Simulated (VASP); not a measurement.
A run of VASP 6.6.1:

Contents of INCAR:

```
SYSTEM = Pd
PREC = Accurate
ENCUT = 520
EDIFF = 1E-6
ISMEAR = 0
SIGMA = 0.15
LREAL = .FALSE.
LASPH = .TRUE.
NELM = 100
ALGO = Fast
ISIF = 2
LWAVE = .FALSE.
LCHARG = .FALSE.
GGA = PS
NBANDS = 11
```

File KPOINTS:

```
Automatic mesh
0
G
  24 24 24
  0 0 0
```

The input POSCAR:

```
Pd
1.0
    1.0291121020      2.5727802550      2.5727802550
    2.5727802550      1.0291121020      2.5727802550
    2.5727802550      2.5727802550      1.0291121020
Pd
1
Direct
    0.0000000000      0.0000000000      0.0000000000
```

Potentials or basis: VASP PAW PBE potentials, release 64 (Pd).

Command:

```console
$ cat potpaw_PBE.64/Pd/POTCAR > POTCAR
$ mpirun -np 1 vasp_std > vasp.out
```

Hardware: 1 thread of Intel(R) Xeon(R) 6975P-C (Granite Rapids) (shared host).

Problem. How long does it take, and how much memory?

Solution. Wall time 2.7 min on 1 thread of Intel(R) Xeon(R) 6975P-C (Granite Rapids), with other jobs on the host, peak memory 0.34 GiB. Counts: scf iterations 12, k points 1313.
